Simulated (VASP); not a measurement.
Here is a VASP 6.6.1 calculation.

File INCAR:

```
SYSTEM = La2AlF
ALGO     = Normal         ! electronic algorithm
EDIFF    = 1E-7           ! SCF threshold, eV
ENCUT    = 520            ! plane-wave cutoff, eV
GGA      = PE             ! functional
ISIF     = 2              ! what is computed and relaxed
ISMEAR   = 0              ! smearing method
LASPH    = .True.         ! aspherical terms in the spheres
LCHARG   = .False.        ! write CHGCAR
LREAL    = .False.        ! projectors in reciprocal space
LWAVE    = .False.        ! write WAVECAR
NBANDS   = 24             ! bands
NELM     = 100            ! most SCF steps
PREC     = Accurate       ! precision mode
SIGMA    = 0.1            ! smearing width, eV
```

Contents of KPOINTS:

```
k-points
0
Gamma
  6 6 4
  0 0 0
```

The input POSCAR:

```
La2AlF
1.0
    5.5175958334      0.0000000000      0.0000000000
   -2.7587979167      4.7783781595      0.0000000000
    0.0000000000      0.0000000000      3.7801789241
La Al F
2 1 1
Direct
    0.3333333333      0.6666666667      0.0000000000
    0.6666666667      0.3333333333      0.0000000000
    0.0000000000      0.0000000000      0.5000000000
    0.0000000000      0.0000000000      0.0000000000
```

Potentials or basis: VASP PAW PBE potentials, release 64 (La, Al, F).

The run is started by

```console
$ cat potpaw_PBE.64/La/POTCAR potpaw_PBE.64/Al/POTCAR potpaw_PBE.64/F/POTCAR > POTCAR
$ mpirun -np 1 vasp_std > vasp.out
```

Question: Predict the pressure.

Answer: -0.1 GPa.

Question: Estimate the band gap on the k mesh.

Answer: Zero (band 16 reaches 7.99 eV, above the bottom of band 17 at 7.04 eV).

Caveat: the k points lie up to 0.42 Å⁻¹ apart; spin-orbit coupling is left out, which moves the levels of the heavy elements.
